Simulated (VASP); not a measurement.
# Sc (I4/mmm) in VASP: notebook

Runs on Sc. Level: PBE. Tasks: single point.

All numbers are computed with VASP 6.6.1; they aren't measurements. Logs are shortened: lines on timing, memory, paths and dates and some standing lists are left out, and cuts for length are marked.

## (1) The cell of the first run

The structure is tetragonal, space group I4/mmm (No. 139). Conventional cell: a = 3.681 Å, b = 3.681 Å, c = 4.664 Å, α = 90.00°, β = 90.00°, γ = 90.00°. Within 4.7 Å of Sc (site symmetry 4/mmm) lie 14 Sc at 3.49 to 4.66 Å.

## (2) Single point, PBE

File INCAR:

```
  PREC = Accurate
  ENCUT = 500
  EDIFF = 1E-6
  ISMEAR = -1
  SIGMA = 0.1
  LREAL = F
  LASPH = T
  NELM = 120
  ALGO = Normal
  ISIF = 2
  LWAVE = F
  LCHARG = F
  GGA = PE
  NBANDS = 12
  GGA_COMPAT = F
```

File KPOINTS:

```
Automatic mesh
0
Gamma
  9 9 9
```

File POSCAR:

```
Sc
1.0
   -1.8406422983      1.8406422983      2.3319047318
    1.8406422983     -1.8406422983      2.3319047318
    1.8406422983      1.8406422983     -2.3319047318
Sc
1
Direct
    0.0000000000      0.0000000000      0.0000000000
```

Potentials or basis: VASP PAW PBE potentials, release 64 (Sc_sv).

Command:

```bash
cat potpaw_PBE.64/Sc_sv/POTCAR > POTCAR
mpirun -np 1 vasp_std > vasp.out
```

OUTCAR:

```text
PREC = Accurate
   ENCUT = 500
   EDIFF = 1E-6
   ISMEAR = -1
   LREAL = F
   LASPH = T
   NELM = 120
   ISIF = 2
   GGA = PE

 ion  position               nearest neighbor table
   1  0.000  0.000  0.000-

  LATTYP: Found a body centered tetragonal cell.
 ALAT       =     3.6812845966
 C/A-ratio  =     1.2668972858

  Lattice vectors:

 A1 = (  -1.8406422983,   1.8406422983,   2.3319047318)
 A2 = (   1.8406422983,  -1.8406422983,   2.3319047318)
 A3 = (   1.8406422983,   1.8406422983,  -2.3319047318)

Analysis of symmetry for initial positions (statically):
=====================================================================
 Subroutine PRICEL returns:
 Original cell was already a primitive cell.

 Routine SETGRP: Setting up the symmetry group for a
 body centered tetragonal supercell.

 Subroutine GETGRP returns: Found 16 space group operations
 (whereof 16 operations were pure point group operations)
 out of a pool of 16 trial point group operations.

The static configuration has the point symmetry D_4h.

Analysis of symmetry for dynamics (positions and initial velocities):
=====================================================================
 Subroutine PRICEL returns:
 Original cell was already a primitive cell.

 Routine SETGRP: Setting up the symmetry group for a
 body centered tetragonal supercell.

 Subroutine GETGRP returns: Found 16 space group operations
 (whereof 16 operations were pure point group operations)
 out of a pool of 16 trial point group operations.

The dynamic configuration has the point symmetry D_4h.

 Subroutine INISYM returns: Found 16 space group operations
 (whereof 16 operations are pure point group operations),
 and found     1 'primitive' translations

----------------------------------------------------------------------------------------

                                     Primitive cell

  volume of cell :      31.6016

  direct lattice vectors                    reciprocal lattice vectors
    -1.840642298  1.840642298  2.331904732     0.000000000  0.271644306  0.214416993
     1.840642298 -1.840642298  2.331904732     0.271644306  0.000000000  0.214416993
     1.840642298  1.840642298 -2.331904732     0.271644306  0.271644306  0.000000000

  length of vectors
     3.494811557  3.494811557  3.494811557     0.346071201  0.346071201  0.384163062

  position of ions in fractional coordinates (direct lattice)
     0.000000000  0.000000000  0.000000000

  ion indices of the primitive-cell ions
   primitive index   ion index
                 1           1

----------------------------------------------------------------------------------------

 KPOINTS: Automatic mesh

Automatic generation of k-mesh.
 Grid dimensions read from file:
 generate k-points for:    9    9    9

 Generating k-lattice:

  Cartesian coordinates                     Fractional coordinates (reciprocal lattice)
     0.000000000  0.030182701  0.023824110     0.111111111  0.000000000 -0.000000000
     0.030182701  0.000000000  0.023824110     0.000000000  0.111111111 -0.000000000
     0.030182701  0.030182701  0.000000000     0.000000000  0.000000000  0.111111111

  Length of vectors
     0.038452356  0.038452356  0.042684785

  Shift w.r.t. Gamma in fractional coordinates (k-lattice)
     0.000000000  0.000000000  0.000000000

 Subroutine IBZKPT returns following result:
 ===========================================

 Found     75 irreducible k-points:

 Following reciprocal coordinates:
            Coordinates               Weight
  0.000000  0.000000  0.000000      1.000000
  0.111111  0.000000 -0.000000      8.000000
  0.222222  0.000000  0.000000      8.000000
  0.333333  0.000000  0.000000      8.000000
  0.444444  0.000000  0.000000      8.000000
  0.111111  0.111111 -0.000000      8.000000
[... 16 lines left out ...]
 -0.333333  0.333333  0.000000      4.000000
  0.444444  0.444444  0.000000      8.000000
 [... further k-points ...]
   k-points           NKPTS =     75   k-points in BZ     NKDIM =     75   number of bands    NBANDS=     12
   number of dos      NEDOS =    301   number of ions     NIONS =      1
   total plane-waves  NPLWV =  21952
   dimension x,y,z NGX =    28 NGY =   28 NGZ =   28
   dimension x,y,z NGXF=    56 NGYF=   56 NGZF=   56
   ions per type =               1
   NGX,Y,Z   is equivalent  to a cutoff of  13.32, 13.32, 13.32 a.u.
   NGXF,Y,Z  is equivalent  to a cutoff of  26.64, 26.64, 26.64 a.u.
 SYSTEM =  unknown system
   PREC   = accura    normal or accurate (medium, high low for compatibility)
   ISTART =      0    job   : 0-new  1-cont  2-samecut
   ICHARG =      2    charge: 1-file 2-atom 10-const
   ISPIN  =      1    spin polarized calculation?
   LNONCOLLINEAR =      F non collinear calculations
   LSORBIT =      F    spin-orbit coupling
   LASPH  =      T    aspherical Exc in radial PAW
   ENCUT  =  500.0 eV  36.75 Ry    6.06 a.u.   6.37  6.37  6.37*2*pi/ulx,y,z
   NELM   =    120;   NELMIN=  2; NELMDL= -5     # of ELM steps
   EDIFF  = 0.1E-05   stopping-criterion for ELM
   LREAL  =      F    real-space projection
   EDIFFG = 0.1E-04   stopping-criterion for IOM
   NSW    =      0    number of steps for IOM
   IBRION =     -1    ionic relax: 0-MD 1-quasi-New 2-CG
   NFREE  =      0    steps in history (QN), initial steepest desc. (CG)
   ISIF   =      2    stress and relaxation
   ISYM   =      2    0-nonsym 1-usesym 2-fastsym
   POTIM  = 0.5000    time-step for ionic-motion
   TEBEG  =    0.0;   TEEND  =   0.0 temperature during run
   PSTRESS=    0.0 pullay stress
   NELECT =      11.0000    total number of electrons
   NUPDOWN=      -1.0000    fix difference up-down
   EMIN   =  10.00;   EMAX   =-10.00  energy-range for DOS
   EFERMI =   0.00;   METHOD = LEGACY
   ISMEAR =    -1;   SIGMA  =   0.10  broadening in eV -4-tet -1-fermi 0-gaus
   EFERMI_NEDOS =   21; number of points for ismear=-14 and -15
   IALGO  =     38    algorithm
   IMIX   =      4    mixing-type and parameters
     AMIX     =   0.40;   BMIX     =  1.00
     AMIX_MAG =   1.60;   BMIX_MAG =  1.00
  volume/ion in A,a.u.               =      31.60       213.26
  Fermi-wavevector in a.u.,A,eV,Ry     =   1.151602  2.176213 18.043882  1.326188
  Thomas-Fermi vector in A             =   2.288259
   LORBIT       =      0    0 simple, 1 ext, 2 COOP (PROOUT), +10 PAW based schemes
   GGA     = PE    functional components
   LHFCALC =     F    Hartree Fock is set to
   AEXX    =    0.0000 exact exchange contribution
   IVDW    =     0    specifies the selected vdW correction
   LEPSILON=     F    determine dielectric tensor
   LRPA    =     F    only Hartree local field effects (RPA)
 non-spin polarized calculation
  energy-cutoff  :      500.00
  volume of cell :       31.60
 maximum number of plane-waves:       825
 NGX is ok and might be reduce to    28
   NGX = 13   NGY = 13   NGZ = 13

 number of electron      11.0000002 magnetization

 Free energy of the ion-electron system (eV)
  ---------------------------------------------------
  ext. energy  EPLUGINS =         0.00000000
  ---------------------------------------------------
  free energy    TOTEN  =        -6.01253177 eV

  energy without entropy =       -5.92939686  energy(sigma->0) =       -5.97096432

 E-fermi :   2.4138     XC(G=0):  -8.9313

 val. band max:        2.4048166294   @ k =   0.3333   0.2222   0.0000
 cond. band min:       2.4214561934   @ k =  -0.4444   0.2222  -0.0000
 fundamental gap:      0.0166395640
 Fermi energy:         2.4137712212

 k-point     1 :       0.0000    0.0000    0.0000
  band No.  band energies     occupation
      1     -47.7066      2.00000
      2     -26.2123      2.00000
      3     -26.2065      2.00000
      4     -26.2065      2.00000
      5      -2.2513      2.00000
      6       3.4984      0.00004
      7       3.4984      0.00004
      8       3.9684      0.00000
      9       4.2971      0.00000
     10       4.8015      0.00000
     11      13.7616      0.00000
     12      15.7348      0.00000

 k-point     2 :       0.1111    0.0000   -0.0000
  band No.  band energies     occupation
      1     -47.7043      2.00000
      2     -26.2288      2.00000
      3     -26.2107      2.00000
      4     -26.2106      2.00000
      5      -1.9992      2.00000
      6       3.4246      0.00008
      7       3.5627      0.00002
      8       3.9622      0.00000
      9       4.2879      0.00000
     10       4.7386      0.00000
     11      13.5209      0.00000
     12      14.5118      0.00000

 k-point     3 :       0.2222    0.0000    0.0000
  band No.  band energies     occupation
      1     -47.6986      2.00000
      2     -26.2770      2.00000
      3     -26.2212      2.00000
      4     -26.2137      2.00000
      5      -1.2815      2.00000
      6       3.1191      0.00173
      7       3.5706      0.00002
      8       4.0214      0.00000
      9       4.4614      0.00000
     10       4.6807      0.00000
     11      11.3058      0.00000
     12      14.0110      0.00000

 k-point     4 :       0.3333    0.0000    0.0000
  band No.  band energies     occupation
      1     -47.6920      2.00000
      2     -26.3316      2.00000
      3     -26.2331      2.00000
      4     -26.2170      2.00000
      5      -0.2404      2.00000
      6       2.7278      0.08299
      7       3.4184      0.00009
      8       3.9754      0.00000
      9       4.8460      0.00000
     10       4.9064      0.00000
     11       9.0096      0.00000
     12      13.2907      0.00000

 k-point     5 :       0.4444    0.0000    0.0000
  band No.  band energies     occupation
      1     -47.6877      2.00000
      2     -26.3669      2.00000
      3     -26.2409      2.00000
      4     -26.2191      2.00000
      5       0.7290      2.00000
      6       2.4247      0.94558
      7       3.2948      0.00030
      8       3.8818      0.00000
      9       5.0477      0.00000
     10       5.2866      0.00000
     11       7.4702      0.00000
     12      12.7719      0.00000

 k-point     6 :       0.1111    0.1111   -0.0000
  band No.  band energies     occupation
      1     -47.7007      2.00000
      2     -26.2570      2.00000
      3     -26.2202      2.00000
      4     -26.2119      2.00000
      5      -1.5674      2.00000
      6       3.2482      0.00048
      7       3.6106      0.00001
      8       3.9781      0.00000
      9       4.3638      0.00000
     10       4.6798      0.00000
     11      12.9309      0.00000
     12      12.9824      0.00000

 k-point     7 :       0.2222    0.1111    0.0000
  band No.  band energies     occupation
      1     -47.6946      2.00000
      2     -26.3030      2.00000
      3     -26.2351      2.00000
      4     -26.2159      2.00000
      5      -0.7131      2.00000
      6       2.8961      0.01595
      7       3.4720      0.00005
      8       4.0985      0.00000
      9       4.4533      0.00000
     10       4.9266      0.00000
     11      10.4881      0.00000
     12      12.3813      0.00000

 k-point     8 :       0.3333    0.1111   -0.0000
  band No.  band energies     occupation
      1     -47.6889      2.00000
      2     -26.3458      2.00000
      3     -26.2473      2.00000
      4     -26.2210      2.00000
      5       0.3623      2.00000
      6       2.5448      0.42479
      7       3.2753      0.00036
      8       3.9902      0.00000
      9       4.7841      0.00000
     10       5.3655      0.00000
     11       8.3466      0.00000
     12      11.9764      0.00000
[... 166 lines left out ...]
 k-point    20 :       0.3333    0.3333    0.0000
  band No.  band energies     occupation
      1     -47.6833      2.00000
      2     -26.3229      2.00000
      3     -26.3133      2.00000
      4     -26.2389      2.00000
      5       1.9364      1.98324
      6       2.2407      1.69912
      7       2.5718      0.34153
      8       4.4398      0.00000
      9       4.9601      0.00000
     10       6.6477      0.00000
     11       7.5825      0.00000
     12       8.2821      0.00000

 k-point    21 :       0.4444    0.3333    0.0000
  band No.  band energies     occupation
      1     -47.6834      2.00000
      2     -26.3379      2.00000
      3     -26.2932      2.00000
      4     -26.2437      2.00000
      5       1.5989      1.99942
      6       2.2148      1.75951
      7       2.8082      0.03801
      8       4.6437      0.00000
      9       5.1725      0.00000
     10       6.2555      0.00000
     11       7.7977      0.00000
     12       8.8111      0.00000

 k-point    22 :      -0.4444    0.3333    0.0000
  band No.  band energies     occupation
      1     -47.6858      2.00000
      2     -26.3394      2.00000
      3     -26.2725      2.00000
      4     -26.2388      2.00000
      5       0.8649      2.00000
      6       2.3044      1.49816
      7       3.0156      0.00485
      8       4.7977      0.00000
      9       5.1510      0.00000
     10       5.3428      0.00000
     11       9.3904      0.00000
     12      10.0199      0.00000

 k-point    23 :      -0.3333    0.3333    0.0000
  band No.  band energies     occupation
      1     -47.6892      2.00000
      2     -26.3215      2.00000
      3     -26.2618      2.00000
      4     -26.2307      2.00000
      5       0.1629      2.00000
      6       2.4352      0.89332
      7       3.2067      0.00072
      8       4.7543      0.00000
      9       4.8013      0.00000
     10       5.0277      0.00000
     11      10.6885      0.00000
     12      11.4467      0.00000

 k-point    24 :       0.4444    0.4444    0.0000
  band No.  band energies     occupation
      1     -47.6832      2.00000
      2     -26.3528      2.00000
      3     -26.2821      2.00000
      4     -26.2427      2.00000
      5       1.3568      1.99995
      6       2.1802      1.82363
      7       3.0997      0.00210
      8       5.0129      0.00000
      9       5.2409      0.00000
     10       5.7550      0.00000
     11       8.1531      0.00000
     12       9.4392      0.00000

 [... further k-points ...]
[... 5 lines left out ...]
  --------------------------------------------------------------------------------------
  -------------------------------------------------------------------------------------
  Total       -1.7407607     -1.7407607     -1.4556518      0.0000000      0.0000000      0.0000000
  in kB      -88.2551528    -88.2551528    -73.8003640      0.0000000      0.0000000      0.0000000
  external PRESSURE =     -83.4368899 kB  Pullay stress =       0.0000000 kB

 VOLUME and BASIS-vectors are now :
 -----------------------------------------------------------------------------
  energy-cutoff  :      500.00
  volume of cell :       31.60
      direct lattice vectors                 reciprocal lattice vectors
    -1.840642298  1.840642298  2.331904732     0.000000000  0.271644306  0.214416993
     1.840642298 -1.840642298  2.331904732     0.271644306  0.000000000  0.214416993
     1.840642298  1.840642298 -2.331904732     0.271644306  0.271644306  0.000000000

 POSITION                                       TOTAL-FORCE (eV/Angst)
 -----------------------------------------------------------------------------------
      0.00000      0.00000      0.00000         0.000000      0.000000     -0.000000
 -----------------------------------------------------------------------------------
    total drift:                                0.000000     -0.000000     -0.000000

  FREE ENERGIE OF THE ION-ELECTRON SYSTEM (eV)
  ---------------------------------------------------
  free  energy   TOTEN  =        -6.0125317738 eV

  energy  without entropy=       -5.9293968597  energy(sigma->0) =       -5.97096432
```

It took 23 s on 1 thread of Intel Xeon Platinum 8375C at 2.90GHz (Ice Lake), shared host; peak memory 0.17 GiB.

What came out:

```yaml
Free_energy: -6.0125 eV
Pressure: -8.3 GPa
Band_gap_on_the_k_mesh: zero (an odd number of electrons rules out a gap without spin polarisation)
```

Stress tensor (GPa, compression positive):
```
-8.83  0.00  0.00
 0.00 -8.83  0.00
 0.00  0.00 -7.38
```

Levels at points of the mesh, in eV from the Fermi level:
```tsv
k point	band 3	band 4	band 5	band 6	band 7	band 8
(0.00, 0.00, 0.00)	-28.62	-28.62	-4.67	1.08	1.08	1.55
```

Caveat: the cell stands under tension.

## (3) Single point, PBE

This run uses another cell than the first one, of 32.27 Å³/atom.

File INCAR:

```
SYSTEM = Sc
PREC = Accurate
ENCUT = 500
EDIFF = 1E-6
ISMEAR = -1
SIGMA = 0.1
LREAL = .FALSE.
LASPH = .TRUE.
NELM = 120
ALGO = Normal
ISIF = 2
LWAVE = .FALSE.
LCHARG = .TRUE.
GGA = PE
LELF = .TRUE.
LVHAR = .TRUE.
NBANDS = 12
GGA_COMPAT = .FALSE.
```

File KPOINTS:

```
Automatic mesh
0
G
  9 9 9
  0 0 0
```

File POSCAR:

```
Sc
1.0
   -1.8536049951      1.8536049951      2.3483271372
    1.8536049951     -1.8536049951      2.3483271372
    1.8536049951      1.8536049951     -2.3483271372
Sc
1
Direct
    0.0000000000      0.0000000000      0.0000000000
```

Potentials or basis: VASP PAW PBE potentials, release 64 (Sc_sv).

Command:

```bash
cat potpaw_PBE.64/Sc_sv/POTCAR > POTCAR
mpirun -np 1 vasp_std > vasp.out
```

It took 22 s on 1 thread of Intel Xeon Platinum 8375C at 2.90GHz (Ice Lake), shared host; peak memory 0.17 GiB.

The run converged. Its results:

```
Free energy            : -5.9769 eV
Pressure               : -8.7 GPa
Band gap on the k mesh : zero (an odd number of electrons rules out a gap without spin polarisation)
```

Stress tensor (GPa, compression positive):
```
-9.21  0.00  0.00
 0.00 -9.21  0.00
 0.00  0.00 -7.80
```

Levels at points of the mesh, in eV from the Fermi level:
```csv
k point,band 1,band 2,band 3,band 4,band 5,band 6,band 7,band 8,band 9,band 10
"(0.00, 0.00, 0.00)",-50.17,-28.68,-28.68,-28.68,-4.62,1.06,1.06,1.52,1.83,2.32
```

Caveat: the cell stands under tension.
